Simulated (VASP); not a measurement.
Runs of VASP 6.6.1 on O. The structure is that of space group R-3m (No. 166), or close to it. The cells are those of the table. 

| task | cell | k mesh | gap on the mesh (eV) | pressure (GPa) | largest force (eV/Å) |
| --- | --- | --- | --- | --- | --- |
| electric field gradients | a = 3.784 Å, angles 44.2°, 2 atoms | 5 × 5 × 5 | none | 9.6 | 4.34 |
| single point | a = 3.866 Å, angles 42.5°, 2 atoms | 10 × 10 × 10 | none | 0.6 | (a) |
| electric field gradients | a = 3.866 Å, angles 42.5°, 2 atoms | 15 × 15 × 15 | none | 0.6 | 1.05 |
| electric field gradients | a = 3.784 Å, angles 44.2°, 2 atoms | 14 × 14 × 14 | none | 9.4 | (b) |

Alike in all rows: level PBE; potentials or basis VASP PAW PBE potentials, release 64 (O); no spin polarisation; cutoff (eV) 520; smearing fermi-dirac 0.02 eV.

**Question.** Estimate the missing entries.

**Answer.** (a) 1.06; (b) 4.29.

Caveats: some runs use coarse meshes; the standard files for N, O and F lose accuracy on very short bonds; spin is off for a triplet molecule; forces of over 1 eV/Å act on the atoms, so gaps and moduli don't describe the material at rest.

A gap of «none» marks levels without a gap at the run's occupations.
